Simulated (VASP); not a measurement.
# KBr (Fm-3m) in VASP: a series of runs

Runs on KBr. Level: PBEsol. Tasks: single point, elastic constants.

All numbers are computed with VASP 6.6.1; they aren't measurements. Logs are shortened: lines on timing, memory, paths and dates and some standing lists are left out, and cuts for length are marked.

**1. The cell of the first run**

Symmetry: Fm-3m, No. 225, cubic system. The conventional cell has a = 6.550 Å, b = 6.550 Å, c = 6.550 Å, α = 90.00°, β = 90.00°, γ = 90.00°. K (site symmetry m-3m) has 6 Br at 3.28 Å within 4.3 Å. Within 4.3 Å of Br (site symmetry m-3m) lie 6 K at 3.28 Å.

**2. Single point, PBEsol**

File POSCAR:

```
KBr
1.0
    0.0000000000      3.2750162544      3.2750162544
    3.2750162544      0.0000000000      3.2750162544
    3.2750162544      3.2750162544      0.0000000000
K Br
1 1
Direct
    0.0000000000      0.0000000000      0.0000000000
    0.5000000000      0.5000000000      0.5000000000
```

File INCAR.step1:

```
SYSTEM = KBr
ALGO = Normal ; EDIFF = 1E-6
ENCUT = 400 ; GGA = PS
GGA_COMPAT = .FALSE. ; ISIF = 2
ISMEAR = 0 ; LASPH = .TRUE.
LCHARG = .TRUE. ; LORBIT = 11
LREAL = .FALSE. ; LWAVE = .FALSE.
NBANDS = 15 ; NEDOS = 2001
NELM = 120 ; PREC = Accurate
SIGMA = 0.05
```

File KPOINTS.step1:

```
k-points
0
G
  8 8 8
  0 0 0
```

File INCAR.step2:

```
SYSTEM = KBr
ALGO = Normal ; EDIFF = 1E-6
ENCUT = 400 ; GGA = PS
GGA_COMPAT = .FALSE. ; ICHARG = 11
ISIF = 2 ; ISMEAR = -5
LASPH = .TRUE. ; LCHARG = .FALSE.
LORBIT = 10 ; LREAL = .FALSE.
LWAVE = .FALSE. ; NBANDS = 15
NEDOS = 2001 ; NELM = 120
PREC = Accurate ; SIGMA = 0.05
```

File KPOINTS.step2:

```
k-points
0
G
  12 12 12
  0 0 0
```

Potentials or basis: VASP PAW PBE potentials, release 64 (K_sv, Br).

Command:

```
cat potpaw_PBE.64/K_sv/POTCAR potpaw_PBE.64/Br/POTCAR > POTCAR
cp INCAR.step1 INCAR
cp KPOINTS.step1 KPOINTS
mpirun -np 1 vasp_std > vasp.out
cp INCAR.step2 INCAR
cp KPOINTS.step2 KPOINTS
mpirun -np 1 vasp_std > vasp.out
```

OUTCAR:

```text
SYSTEM = KBr
   EDIFF = 1E-6
   ENCUT = 400
   GGA = PS
   ICHARG = 11
   ISIF = 2
   ISMEAR = -5
   LASPH = .TRUE.
   LORBIT = 10
   LREAL = .FALSE.
   NELM = 120
   PREC = Accurate

 ion  position               nearest neighbor table
   1  0.000  0.000  0.000-   2 3.28   2 3.28   2 3.28   2 3.28   2 3.28   2 3.28
   2  0.500  0.500  0.500-   1 3.28   1 3.28   1 3.28   1 3.28   1 3.28   1 3.28

  LATTYP: Found a face centered cubic cell.
 ALAT       =     6.5500325088

  Lattice vectors:

 A1 = (   0.0000000000,   3.2750162544,   3.2750162544)
 A2 = (   3.2750162544,   0.0000000000,   3.2750162544)
 A3 = (   3.2750162544,   3.2750162544,   0.0000000000)

Analysis of symmetry for initial positions (statically):
=====================================================================
 Subroutine PRICEL returns:
 Original cell was already a primitive cell.

 Routine SETGRP: Setting up the symmetry group for a
 face centered cubic supercell.

 Subroutine GETGRP returns: Found 48 space group operations
 (whereof 48 operations were pure point group operations)
 out of a pool of 48 trial point group operations.

The static configuration has the point symmetry O_h .

Analysis of symmetry for dynamics (positions and initial velocities):
=====================================================================
 Subroutine PRICEL returns:
 Original cell was already a primitive cell.

 Routine SETGRP: Setting up the symmetry group for a
 face centered cubic supercell.

 Subroutine GETGRP returns: Found 48 space group operations
 (whereof 48 operations were pure point group operations)
 out of a pool of 48 trial point group operations.

The dynamic configuration has the point symmetry O_h .

 Subroutine INISYM returns: Found 48 space group operations
 (whereof 48 operations are pure point group operations),
 and found     1 'primitive' translations

----------------------------------------------------------------------------------------

                                     Primitive cell

  volume of cell :      70.2539

  direct lattice vectors                    reciprocal lattice vectors
     0.000000000  3.275016254  3.275016254    -0.152670998  0.152670998  0.152670998
     3.275016254  0.000000000  3.275016254     0.152670998 -0.152670998  0.152670998
     3.275016254  3.275016254  0.000000000     0.152670998  0.152670998 -0.152670998

  length of vectors
     4.631572404  4.631572404  4.631572404     0.264433925  0.264433925  0.264433925

  position of ions in fractional coordinates (direct lattice)
     0.000000000  0.000000000  0.000000000
     0.500000000  0.500000000  0.500000000

  ion indices of the primitive-cell ions
   primitive index   ion index
                 1           1
                 2           2

----------------------------------------------------------------------------------------

 KPOINTS: k-points

Automatic generation of k-mesh.
 Grid dimensions read from file:
 generate k-points for:   12   12   12

 Generating k-lattice:

  Cartesian coordinates                     Fractional coordinates (reciprocal lattice)
    -0.012722583  0.012722583  0.012722583     0.083333333  0.000000000  0.000000000
     0.012722583 -0.012722583  0.012722583     0.000000000  0.083333333  0.000000000
     0.012722583  0.012722583 -0.012722583     0.000000000  0.000000000  0.083333333

  Length of vectors
     0.022036160  0.022036160  0.022036160

  Shift w.r.t. Gamma in fractional coordinates (k-lattice)
     0.000000000  0.000000000  0.000000000

 TETIRR: Found    247 inequivalent tetrahedra from    10368

 Subroutine IBZKPT returns following result:
 ===========================================

 Found     72 irreducible k-points:

 Following reciprocal coordinates:
            Coordinates               Weight
  0.000000  0.000000  0.000000      1.000000
  0.083333  0.000000  0.000000      8.000000
  0.166667  0.000000  0.000000      8.000000
  0.250000  0.000000  0.000000      8.000000
  0.333333  0.000000  0.000000      8.000000
  0.416667  0.000000  0.000000      8.000000
[... 16 lines left out ...]
  0.500000  0.166667  0.000000     24.000000
 -0.416667  0.166667  0.000000     24.000000
 [... further k-points ...]
   k-points           NKPTS =     72   k-points in BZ     NKDIM =     72   number of bands    NBANDS=     15
   number of dos      NEDOS =   2001   number of ions     NIONS =      2
   total plane-waves  NPLWV =  27000
   dimension x,y,z NGX =    30 NGY =   30 NGZ =   30
   dimension x,y,z NGXF=    60 NGYF=   60 NGZF=   60
   ions per type =               1   1
   NGX,Y,Z   is equivalent  to a cutoff of  10.77, 10.77, 10.77 a.u.
   NGXF,Y,Z  is equivalent  to a cutoff of  21.54, 21.54, 21.54 a.u.
 SYSTEM =  KBr
   PREC   = accura    normal or accurate (medium, high low for compatibility)
   ISTART =      0    job   : 0-new  1-cont  2-samecut
   ICHARG =     11    charge: 1-file 2-atom 10-const
   ISPIN  =      1    spin polarized calculation?
   LNONCOLLINEAR =      F non collinear calculations
   LSORBIT =      F    spin-orbit coupling
   LASPH  =      T    aspherical Exc in radial PAW
   ENCUT  =  400.0 eV  29.40 Ry    5.42 a.u.   7.55  7.55  7.55*2*pi/ulx,y,z
   NELM   =    120;   NELMIN=  2; NELMDL=  0     # of ELM steps
   EDIFF  = 0.1E-05   stopping-criterion for ELM
   LREAL  =      F    real-space projection
   EDIFFG = 0.1E-04   stopping-criterion for IOM
   NSW    =      0    number of steps for IOM
   IBRION =     -1    ionic relax: 0-MD 1-quasi-New 2-CG
   NFREE  =      0    steps in history (QN), initial steepest desc. (CG)
   ISIF   =      2    stress and relaxation
   ISYM   =      2    0-nonsym 1-usesym 2-fastsym
   POTIM  = 0.5000    time-step for ionic-motion
   TEBEG  =    0.0;   TEEND  =   0.0 temperature during run
   PSTRESS=    0.0 pullay stress
   NELECT =      16.0000    total number of electrons
   NUPDOWN=      -1.0000    fix difference up-down
   EMIN   =  10.00;   EMAX   =-10.00  energy-range for DOS
   EFERMI =   0.00;   METHOD = LEGACY
   ISMEAR =    -5;   SIGMA  =   0.05  broadening in eV -4-tet -1-fermi 0-gaus
   EFERMI_NEDOS =   21; number of points for ismear=-14 and -15
   IALGO  =     38    algorithm
   IMIX   =      4    mixing-type and parameters
     AMIX     =   0.40;   BMIX     =  1.00
     AMIX_MAG =   1.60;   BMIX_MAG =  1.00
  volume/ion in A,a.u.               =      35.13       237.05
  Fermi-wavevector in a.u.,A,eV,Ry     =   0.999750  1.889253 13.599021  0.999500
  Thomas-Fermi vector in A             =   2.132061
   LORBIT       =     10    0 simple, 1 ext, 2 COOP (PROOUT), +10 PAW based schemes
   GGA     = PS    functional components
   LHFCALC =     F    Hartree Fock is set to
   AEXX    =    0.0000 exact exchange contribution
   IVDW    =     0    specifies the selected vdW correction
   LEPSILON=     F    determine dielectric tensor
   LRPA    =     F    only Hartree local field effects (RPA)
 non-spin polarized calculation
 Fermi weights with tetrahedron method with Bloechl corrections
  energy-cutoff  :      400.00
  volume of cell :       70.25
 maximum number of plane-waves:      1303

 number of electron      15.9999998 magnetization

 Free energy of the ion-electron system (eV)
  ---------------------------------------------------
  ext. energy  EPLUGINS =         0.00000000
  ---------------------------------------------------
  free energy    TOTEN  =        -6.45941549 eV

  energy without entropy =       -6.45941549  energy(sigma->0) =       -6.45941549

 E-fermi :  -1.7255     XC(G=0):  -7.6416

 val. band max:       -1.7354721780   @ k =   0.0000   0.0000   0.0000
 cond. band min:       2.5990602120   @ k =   0.0000   0.0000   0.0000
 fundamental gap:      4.3345323900
 Fermi energy:        -1.7254772449

 k-point     1 :       0.0000    0.0000    0.0000
  band No.  band energies     occupation
      1     -29.3001      2.00000
      2     -14.0711      2.00000
      3     -12.8443      2.00000
      4     -12.8443      2.00000
      5     -12.8443      2.00000
      6      -1.7355      2.00000
      7      -1.7355      2.00000
      8      -1.7355      2.00000
      9       2.5991      0.00000
     10       5.7932      0.00000
     11       5.7932      0.00000
     12       5.7932      0.00000
     13       6.6474      0.00000
     14       6.6474      0.00000
     15       9.7101      0.00000

 k-point     2 :       0.0833    0.0000    0.0000
  band No.  band energies     occupation
      1     -29.2996      2.00000
      2     -14.0843      2.00000
      3     -12.8447      2.00000
      4     -12.8447      2.00000
      5     -12.8262      2.00000
      6      -1.8502      2.00000
      7      -1.7617      2.00000
      8      -1.7617      2.00000
      9       2.7895      0.00000
     10       5.7334      0.00000
     11       5.8791      0.00000
     12       5.8791      0.00000
     13       6.7429      0.00000
     14       6.7429      0.00000
     15       9.9874      0.00000
[... 365 lines left out ...]
      3     -12.8701      2.00000
      4     -12.8592      2.00000
      5     -12.6662      2.00000
      6      -2.8256      2.00000
      7      -2.1808      2.00000
      8      -2.0807      2.00000
      9       4.9330      0.00000
     10       6.0218      0.00000
     11       7.5377      0.00000
     12       7.8413      0.00000
     13       8.1450      0.00000
     14       8.3407      0.00000
     15       9.3417      0.00000

 k-point    24 :      -0.4167    0.1667    0.0000
  band No.  band energies     occupation
      1     -29.2928      2.00000
      2     -14.1877      2.00000
      3     -12.8757      2.00000
      4     -12.8553      2.00000
      5     -12.6536      2.00000
      6      -2.8460      2.00000
      7      -2.1885      2.00000
      8      -2.1016      2.00000
      9       5.0324      0.00000
     10       6.1985      0.00000
     11       7.3607      0.00000
     12       7.8339      0.00000
     13       7.9200      0.00000
     14       8.9149      0.00000
     15       9.3990      0.00000

 [... further k-points ...]

------------------------ aborting loop because EDIFF is reached ----------------------------------------

  FORCE on cell =-STRESS in cart. coord.  units (eV):
  Direction    XX          YY          ZZ          XY          YZ          ZX
  --------------------------------------------------------------------------------------
  -------------------------------------------------------------------------------------
  Total        0.0140234      0.0140234      0.0140234     -0.0000000      0.0000000     -0.0000000
  in kB        0.3198111      0.3198111      0.3198111     -0.0000000      0.0000000     -0.0000000
  external PRESSURE =       0.3198111 kB  Pullay stress =       0.0000000 kB

 VOLUME and BASIS-vectors are now :
 -----------------------------------------------------------------------------
  energy-cutoff  :      400.00
  volume of cell :       70.25
      direct lattice vectors                 reciprocal lattice vectors
     0.000000000  3.275016254  3.275016254    -0.152670998  0.152670998  0.152670998
     3.275016254  0.000000000  3.275016254     0.152670998 -0.152670998  0.152670998
     3.275016254  3.275016254  0.000000000     0.152670998  0.152670998 -0.152670998

 POSITION                                       TOTAL-FORCE (eV/Angst)
 -----------------------------------------------------------------------------------
      0.00000      0.00000      0.00000        -0.000000      0.000000      0.000000
      3.27502      3.27502      3.27502         0.000000      0.000000     -0.000000
 -----------------------------------------------------------------------------------
    total drift:                               -0.000000      0.000000      0.000000

  FREE ENERGIE OF THE ION-ELECTRON SYSTEM (eV)
  ---------------------------------------------------
  free  energy   TOTEN  =        -6.4594154878 eV

  energy  without entropy=       -6.4594154878  energy(sigma->0) =       -6.45941549

 total charge

# of ion       s       p       d       tot
------------------------------------------
    1        1.957   5.566   0.026   7.549
    2        1.592   3.285   0.001   4.878
--------------------------------------------------
tot          3.548   8.852   0.027  12.428
```

Wall time 42 s (1 thread of Intel Xeon Platinum 8488C (Sapphire Rapids), shared host); peak memory 0.18 GiB.

What came out:

| Property | Result |
| --- | --- |
| Valence electrons inside the program's atomic spheres | K 7.55; Br 4.88 |

Levels at points of the mesh, in eV from the valence-band top:
```
           k point  band 5  band 6  band 7  band 8  band 9  band 10  band 11  band 12
(0.00, 0.00, 0.00)  -11.11    0.00    0.00    0.00    4.33     7.53     7.53     7.53
(0.50, 0.00, 0.00)  -10.86   -1.26   -0.36   -0.36    6.48     8.21     9.78     9.78
(0.50, 0.50, 0.00)  -11.15   -0.86   -0.30   -0.30    5.71     7.17     9.37     9.47
```

Caveat: the PAW data sets were made with another functional, which shifts forces and pressure a little.

**3. Elastic constants, PBEsol**

File INCAR:

```
SYSTEM = KBr
PREC     = Accurate       ! precision mode
ENCUT    = 500            ! plane-wave cutoff, eV
EDIFF    = 1E-8           ! SCF threshold, eV
ISMEAR   = 0              ! smearing method
SIGMA    = 0.05           ! smearing width, eV
LREAL    = .FALSE.        ! projectors in reciprocal space
LASPH    = .TRUE.         ! aspherical terms in the spheres
NELM     = 120            ! most SCF steps
ALGO     = Normal         ! electronic algorithm
ISIF     = 3              ! what is computed and relaxed
LWAVE    = .FALSE.        ! write WAVECAR
LCHARG   = .FALSE.        ! write CHGCAR
GGA      = PS             ! functional
NBANDS   = 15             ! bands
IBRION   = 6              ! ionic algorithm
NFREE    = 2            
POTIM    = 0.015          ! step
NSW      = 1              ! ionic steps
GGA_COMPAT= .FALSE.
```

File KPOINTS:

```
Automatic mesh
0
G
  8 8 8
  0 0 0
```

POSCAR is that of step 2.

Potentials or basis: VASP PAW PBE potentials, release 64 (K_sv, Br).

Command:

```
cat potpaw_PBE.64/K_sv/POTCAR potpaw_PBE.64/Br/POTCAR > POTCAR
mpirun -np 1 vasp_std > vasp.out
```

Wall time 14 min (1 thread of Intel Xeon Platinum 8488C (Sapphire Rapids), shared host); peak memory 0.39 GiB.

It converged, with:

```
Elastic constants C11, C12, C44                         : 38, 5, 5 GPa
Voigt bulk modulus                                      : 16 GPa
Highest phonon frequency at Γ, LO-TO splitting left out : 113 cm⁻¹
```

Phonon frequencies in cm⁻¹ (negative: imaginary):
```tsv
q point	frequencies
(0.000, 0.000, 0.000)	0 0 0 113 113 113
```

Elastic tensor in Voigt notation (GPa, in the Cartesian axes of the cell as first typed):
```
38  5  5  0  0  0
 5 38  5  0  0  0
 5  5 38  0  0  0
 0  0  0  5  0  0
 0  0  0  0  5  0
 0  0  0  0  0  5
```

Clamped-ion elastic tensor (GPa):
```
38  5  5  0  0  0
 5 38  5  0  0  0
 5  5 38  0  0  0
 0  0  0  5  0  0
 0  0  0  0  5  0
 0  0  0  0  0  5
```

Caveat: the PAW data sets were made with another functional, which shifts forces and pressure a little.
